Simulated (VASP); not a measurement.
# Au (Fm-3m) in VASP: further runs

Runs on Au. Level: PBEsol. Tasks: relaxation of cell and atoms.

Everything below comes from runs of VASP 6.6.1. Logs are shortened: lines on timing, memory, paths and dates and some standing lists are left out, and cuts for length are marked.

### 1 The cell of the first run

It takes space group Fm-3m (No. 225, cubic). The conventional cell has a = 3.916 Å, b = 3.916 Å, c = 3.916 Å, α = 90.00°, β = 90.00°, γ = 90.00°. Au (site symmetry m-3m) has 12 Au at 2.77 Å within 3.6 Å.

### 2 Relaxation of cell and atoms, PBEsol, target pressure 30 GPa, at which the enthalpy is minimised

The input, INCAR:

```
SYSTEM = Au
ALGO = Normal
EDIFF = 1E-7
EDIFFG = -0.008
ENCUT = 600
GGA = PS
IBRION = 2
ISIF = 3
ISMEAR = 0
LASPH = .True.
LCHARG = .False.
LREAL = .False.
LWAVE = .False.
NELM = 100
NSW = 70
PREC = Accurate
PSTRESS = 300.0
SIGMA = 0.1
```

The input, KPOINTS:

```
k-points
0
Gamma
  18 18 18
  0 0 0
```

The input, POSCAR:

```
Au
1.0
    0.0000000000      1.9577673131      1.9577673131
    1.9577673131      0.0000000000      1.9577673131
    1.9577673131      1.9577673131      0.0000000000
Au
1
Direct
    0.0000000000      0.0000000000      0.0000000000
```

Potentials or basis: VASP PAW PBE potentials, release 64 (Au).

Started as:

```
$ cat potpaw_PBE.64/Au/POTCAR > POTCAR
$ mpirun -np 1 vasp_std > vasp.out
```

OUTCAR:

```text
SYSTEM = Au
   EDIFF = 1E-7
   EDIFFG = -0.008
   ENCUT = 600
   GGA = PS
   IBRION = 2
   ISIF = 3
   ISMEAR = 0
   LASPH = .True.
   LREAL = .False.
   NELM = 100
   NSW = 70
   PREC = Accurate
   PSTRESS = 300.0

 ion  position               nearest neighbor table
   1  0.000  0.000  0.000-

  LATTYP: Found a face centered cubic cell.
 ALAT       =     3.9155346262

  Lattice vectors:

 A1 = (   0.0000000000,   1.9577673131,   1.9577673131)
 A2 = (   1.9577673131,   0.0000000000,   1.9577673131)
 A3 = (   1.9577673131,   1.9577673131,   0.0000000000)

Analysis of symmetry for initial positions (statically):
=====================================================================
 Subroutine PRICEL returns:
 Original cell was already a primitive cell.

 Routine SETGRP: Setting up the symmetry group for a
 face centered cubic supercell.

 Subroutine GETGRP returns: Found 48 space group operations
 (whereof 48 operations were pure point group operations)
 out of a pool of 48 trial point group operations.

The static configuration has the point symmetry O_h .

Analysis of symmetry for dynamics (positions and initial velocities):
=====================================================================
 Subroutine PRICEL returns:
 Original cell was already a primitive cell.

 Routine SETGRP: Setting up the symmetry group for a
 face centered cubic supercell.

 Subroutine GETGRP returns: Found 48 space group operations
 (whereof 48 operations were pure point group operations)
 out of a pool of 48 trial point group operations.

The dynamic configuration has the point symmetry O_h .

 Subroutine INISYM returns: Found 48 space group operations
 (whereof 48 operations are pure point group operations),
 and found     1 'primitive' translations

----------------------------------------------------------------------------------------

                                     Primitive cell

  volume of cell :      15.0077

  direct lattice vectors                    reciprocal lattice vectors
     0.000000000  1.957767313  1.957767313    -0.255392966  0.255392966  0.255392966
     1.957767313  0.000000000  1.957767313     0.255392966 -0.255392966  0.255392966
     1.957767313  1.957767313  0.000000000     0.255392966  0.255392966 -0.255392966

  length of vectors
     2.768701086  2.768701086  2.768701086     0.442353592  0.442353592  0.442353592

  position of ions in fractional coordinates (direct lattice)
     0.000000000  0.000000000  0.000000000

  ion indices of the primitive-cell ions
   primitive index   ion index
                 1           1

----------------------------------------------------------------------------------------

 KPOINTS: k-points

Automatic generation of k-mesh.
 Grid dimensions read from file:
 generate k-points for:   18   18   18

 Generating k-lattice:

  Cartesian coordinates                     Fractional coordinates (reciprocal lattice)
    -0.014188498  0.014188498  0.014188498     0.055555556  0.000000000  0.000000000
     0.014188498 -0.014188498  0.014188498     0.000000000  0.055555556  0.000000000
     0.014188498  0.014188498 -0.014188498     0.000000000  0.000000000  0.055555556

  Length of vectors
     0.024575200  0.024575200  0.024575200

  Shift w.r.t. Gamma in fractional coordinates (k-lattice)
     0.000000000  0.000000000  0.000000000

 Subroutine IBZKPT returns following result:
 ===========================================

 Found    195 irreducible k-points:

 Following reciprocal coordinates:
            Coordinates               Weight
  0.000000  0.000000  0.000000      1.000000
  0.055556  0.000000  0.000000      8.000000
  0.111111  0.000000  0.000000      8.000000
  0.166667  0.000000  0.000000      8.000000
  0.222222  0.000000  0.000000      8.000000
  0.277778  0.000000  0.000000      8.000000
[... 16 lines left out ...]
 -0.277778  0.055556  0.000000     24.000000
 -0.222222  0.055556  0.000000     24.000000
 [... further k-points ...]
   k-points           NKPTS =    195   k-points in BZ     NKDIM =    195   number of bands    NBANDS=      9
   number of dos      NEDOS =    301   number of ions     NIONS =      1
   total plane-waves  NPLWV =  13824
   dimension x,y,z NGX =    24 NGY =   24 NGZ =   24
   dimension x,y,z NGXF=    48 NGYF=   48 NGZF=   48
   ions per type =               1
   NGX,Y,Z   is equivalent  to a cutoff of  14.41, 14.41, 14.41 a.u.
   NGXF,Y,Z  is equivalent  to a cutoff of  28.82, 28.82, 28.82 a.u.
 SYSTEM =  Au
   PREC   = accura    normal or accurate (medium, high low for compatibility)
   ISTART =      0    job   : 0-new  1-cont  2-samecut
   ICHARG =      2    charge: 1-file 2-atom 10-const
   ISPIN  =      1    spin polarized calculation?
   LNONCOLLINEAR =      F non collinear calculations
   LSORBIT =      F    spin-orbit coupling
   LASPH  =      T    aspherical Exc in radial PAW
   ENCUT  =  600.0 eV  44.10 Ry    6.64 a.u.   5.53  5.53  5.53*2*pi/ulx,y,z
   NELM   =    100;   NELMIN=  2; NELMDL= -5     # of ELM steps
   EDIFF  = 0.1E-06   stopping-criterion for ELM
   LREAL  =      F    real-space projection
   EDIFFG = -.8E-02   stopping-criterion for IOM
   NSW    =     70    number of steps for IOM
   IBRION =      2    ionic relax: 0-MD 1-quasi-New 2-CG
   NFREE  =      1    steps in history (QN), initial steepest desc. (CG)
   ISIF   =      3    stress and relaxation
   ISYM   =      2    0-nonsym 1-usesym 2-fastsym
   POTIM  = 0.5000    time-step for ionic-motion
   TEBEG  =    0.0;   TEEND  =   0.0 temperature during run
   PSTRESS=  300.0 pullay stress
   NELECT =      11.0000    total number of electrons
   NUPDOWN=      -1.0000    fix difference up-down
   EMIN   =  10.00;   EMAX   =-10.00  energy-range for DOS
   EFERMI =   0.00;   METHOD = LEGACY
   ISMEAR =     0;   SIGMA  =   0.10  broadening in eV -4-tet -1-fermi 0-gaus
   EFERMI_NEDOS =   21; number of points for ismear=-14 and -15
   IALGO  =     38    algorithm
   IMIX   =      4    mixing-type and parameters
     AMIX     =   0.40;   BMIX     =  1.00
     AMIX_MAG =   1.60;   BMIX_MAG =  1.00
  volume/ion in A,a.u.               =      15.01       101.28
  Fermi-wavevector in a.u.,A,eV,Ry     =   1.476051  2.789332 29.643369  2.178726
  Thomas-Fermi vector in A             =   2.590625
   LORBIT       =      0    0 simple, 1 ext, 2 COOP (PROOUT), +10 PAW based schemes
   GGA     = PS    functional components
   LHFCALC =     F    Hartree Fock is set to
   AEXX    =    0.0000 exact exchange contribution
   IVDW    =     0    specifies the selected vdW correction
   LEPSILON=     F    determine dielectric tensor
   LRPA    =     F    only Hartree local field effects (RPA)
 conjugate gradient relaxation of ions
 non-spin polarized calculation
 Gauss-broadening in eV      SIGMA  =   0.10
  energy-cutoff  :      600.00
  volume of cell :       15.01
 maximum number of plane-waves:       531
 NGX is ok and might be reduce to    24
   NGX = 11   NGY = 11   NGZ = 11

--------------------------------------- Ionic step        1  -------------------------------------------

 number of electron      10.9999999 magnetization

 Free energy of the ion-electron system (eV)
  ---------------------------------------------------
  ext. energy  EPLUGINS =         0.00000000
  ---------------------------------------------------
  free energy    TOTEN  =        -3.75458294 eV

  energy without entropy =       -3.75275199  energy(sigma->0) =       -3.75366747

------------------------ aborting loop because EDIFF is reached ----------------------------------------

  FORCE on cell =-STRESS in cart. coord.  units (eV):
  Direction    XX          YY          ZZ          XY          YZ          ZX
  --------------------------------------------------------------------------------------
  -------------------------------------------------------------------------------------
  Total        2.9332698      2.9332698      2.9332698      0.0000000      0.0000000     -0.0000000
  in kB      313.1478141    313.1478141    313.1478141      0.0000000      0.0000000     -0.0000000
  external PRESSURE =      13.1478141 kB  Pullay stress =     300.0000000 kB
[... 59 lines left out ...]
  enthalpy is  TOTEN    =        -0.9417361564 eV   P V=        2.8604997166

--------------------------------------- Ionic step        3  -------------------------------------------

 number of electron      10.9999999 magnetization

 Free energy of the ion-electron system (eV)
  ---------------------------------------------------
  ext. energy  EPLUGINS =         0.00000000
  ---------------------------------------------------
  free energy    TOTEN  =        -3.76586307 eV

  energy without entropy =       -3.76405349  energy(sigma->0) =       -3.76495828

 E-fermi :  11.5262     XC(G=0): -13.6240

 val. band max:       11.5248875483   @ k =   0.5000   0.3333   0.1667
 cond. band min:      11.5402680632   @ k =   0.5000   0.1111   0.0000
 fundamental gap:      0.0153805149
 Fermi energy:        11.5261538264

 k-point     1 :       0.0000    0.0000    0.0000
  band No.  band energies     occupation
      1       0.1746      2.00000
      2       6.0768      2.00000
      3       6.0768      2.00000
      4       6.0768      2.00000
      5       7.9742      2.00000
      6       7.9742      2.00000
      7      25.7325      0.00000
      8      30.4446      0.00000
      9      30.4446      0.00000
[... 265 lines left out ...]
 k-point    24 :      -0.2222    0.0556    0.0000
  band No.  band energies     occupation
      1       2.1636      2.00000
      2       5.7072      2.00000
      3       6.4409      2.00000
      4       6.4930      2.00000
      5       7.8310      2.00000
      6       8.4355      2.00000
      7      23.8316      0.00000
      8      27.2716      0.00000
      9      31.2758      0.00000

 [... further k-points ...]

------------------------ aborting loop because EDIFF is reached ----------------------------------------

  FORCE on cell =-STRESS in cart. coord.  units (eV):
  Direction    XX          YY          ZZ          XY          YZ          ZX
  --------------------------------------------------------------------------------------
  -------------------------------------------------------------------------------------
  Total        2.8211609      2.8211609      2.8211609      0.0000000      0.0000000      0.0000000
  in kB      300.0005699    300.0005699    300.0005699      0.0000000      0.0000000      0.0000000
  external PRESSURE =       0.0005699 kB  Pullay stress =     300.0000000 kB
[... 16 lines left out ...]
  FREE ENERGIE OF THE ION-ELECTRON SYSTEM (eV)
  ---------------------------------------------------
  free  energy   TOTEN  =        -3.7658630666 eV

  energy  without entropy=       -3.7640534891  energy(sigma->0) =       -3.76495828

  enthalpy is  TOTEN    =        -0.9447075719 eV   P V=        2.8211554947

 reached required accuracy - stopping structural energy minimisation
```

Wall time 23 s (1 thread of Intel Xeon Platinum 8559C (Emerald Rapids), shared host); peak memory 0.18 GiB.

Results:

| Quantity | Value |
| --- | --- |
| Free energy | -3.7659 eV |
| Relaxed volume | 15.07 Å³/atom |
| Relaxed cell | a = 2.772 Å, b = 2.772 Å, c = 2.772 Å, α = 60.00°, β = 60.00°, γ = 60.00° |
| Space group after relaxing (to 0.05 Å) | Fm-3m (No. 225) |
| Energy change on relaxing (the enthalpy is what falls) | -11.3 meV/atom |
| Ionic steps | 3 |
| Pressure after relaxing | 30.0 GPa |

The path:
```
step  energy change (eV)  largest force (eV/Å)  pressure (GPa)  volume (Å³)
   1              0.0000                0.0000           31.31        15.01
   2             -0.0477                0.0000           25.54        15.28
   3             -0.0113                0.0000           30.00        15.07
```

Final structure:
```
CELL_PARAMETERS angstrom
0.00000 1.96033 1.96033
1.96033 0.00000 1.96033
1.96033 1.96033 0.00000
ATOMIC_POSITIONS crystal
Au 0.00000 0.00000 0.00000
```

Caveat: the cell is relaxed towards a set pressure, so the enthalpy falls and the energy may rise; the PAW data sets were made with another functional, which shifts forces and pressure a little; spin-orbit coupling is left out, which moves the levels of the heavy elements.

### 3 Relaxation of cell and atoms, PBEsol, target pressure 15 GPa, at which the enthalpy is minimised

This run uses another cell than the first one, of 15.83 Å³/atom, 1.055 times its volume.

The input, INCAR:

```
SYSTEM = Au
  PREC = Accurate
  ENCUT = 600
  EDIFF = 1E-7
  ISMEAR = 0
  SIGMA = 0.1
  LREAL = .False.
  LASPH = .True.
  NELM = 60
  ALGO = Normal
  ISIF = 3
  LWAVE = .False.
  LCHARG = .False.
  GGA = PS
  IBRION = 2
  NSW = 70
  EDIFFG = -0.008
  PSTRESS = 150.0
```

The input, KPOINTS:

```
regular mesh
0
Gamma
  18 18 18
  0 0 0
```

The input, POSCAR:

```
Au
1.0
    0.0000000000      1.9930103030      1.9930103030
    1.9930103030      0.0000000000      1.9930103030
    1.9930103030      1.9930103030      0.0000000000
Au
1
Direct
    0.0000000000      0.0000000000      0.0000000000
```

Potentials or basis: VASP PAW PBE potentials, release 64 (Au).

Started as:

```
$ cat potpaw_PBE.64/Au/POTCAR > POTCAR
$ mpirun -np 1 vasp_std > vasp.out
```

It took 20 s on 1 thread of Intel Xeon Platinum 8559C (Emerald Rapids), shared host; peak memory 0.17 GiB.

The run converged. Its results:

| Item | Value |
| --- | --- |
| Free energy | -3.8750 eV |
| Relaxed volume | 15.86 Å³/atom |
| Relaxed cell | a = 2.820 Å, b = 2.820 Å, c = 2.820 Å, α = 60.00°, β = 60.00°, γ = 60.00° |
| Space group after relaxing (to 0.05 Å) | Fm-3m (No. 225) |
| Energy change on relaxing (the enthalpy is what falls) | -2.2 meV/atom |
| Ionic steps | 3 |
| Pressure after relaxing | 15.0 GPa |

Step by step:
```csv
step,energy change (eV),largest force (eV/Å),pressure (GPa),volume (Å³)
1,0.0000,0.0000,15.39,15.83
2,-0.0080,0.0000,13.98,15.92
3,-0.0022,0.0000,15.00,15.86
```

Final structure:
```
CELL_PARAMETERS angstrom
0.00000 1.99398 1.99398
1.99398 0.00000 1.99398
1.99398 1.99398 0.00000
ATOMIC_POSITIONS crystal
Au 0.00000 0.00000 0.00000
```

Levels at points of the mesh, in eV from the Fermi level:
```tsv
k point	band 3	band 4	band 5	band 6	band 7	band 8	band 9
(0.00, 0.00, 0.00)	-5.10	-5.10	-3.36	-3.36	14.36	18.78	18.78
(0.50, 0.00, 0.00)	-5.14	-2.00	-2.00	-1.38	3.46	13.82	17.61
(0.50, 0.50, 0.00)	-2.04	-1.63	-1.63	0.74	6.35	10.15	10.15
```

Caveat: the cell is relaxed towards a set pressure, so the enthalpy falls and the energy may rise; the PAW data sets were made with another functional, which shifts forces and pressure a little; spin-orbit coupling is left out, which moves the levels of the heavy elements.
